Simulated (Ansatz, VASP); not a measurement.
# Two plane-wave programs on Al2O3

```xyz
5
Lattice="2.8843 0.0000 0.0000 -1.4422 2.4979 0.0000 0.0000 0.0000 9.3368" Properties=species:S:1:pos:R:3 pbc="T T T"
Al    0.0000    0.0000    1.4004
Al    0.0000    0.0000    7.9363
O     0.0000    1.6653    2.0757
O     1.4422    0.8326    0.0000
O     0.0000    1.6653    7.2610
```

Alike in both runs: task relaxation of cell and atoms; functional PBEsol; k mesh 12 × 12 × 2; no spin polarisation.

|  | VASP | Ansatz |
| --- | --- | --- |
| version | VASP 6.6.1 | Ansatz 0.2.0 |
| potentials or method | VASP PAW PBE potentials, release 64 (Al, O), cutoff 600 eV | plane waves, PAW |
| occupations | gaussian, width 0.01 eV | fixed |
| valence electrons in the cell | 24 | 24 |

|  | VASP | Ansatz | Ansatz less VASP |
| --- | --- | --- | --- |
| gap on the k mesh at the Fermi level, each at its own relaxed structure (eV) | 4.72 | 4.93 | +0.210 |
| relaxed volume (Å³/atom) | 11.15 | 13.24 | +2.092 |
| relaxed length of the cell vector where the two differ most in proportion (Å) | 7.845 | 9.330 | +1.4846 |

VASP's potentials were made for PBE, not for PBEsol. One of these differences is far larger than is usual between the two programs; its cause wasn't traced.

Noted on VASP's run: the volume moved by over 15 % at a fixed basis, so the end points are rough.
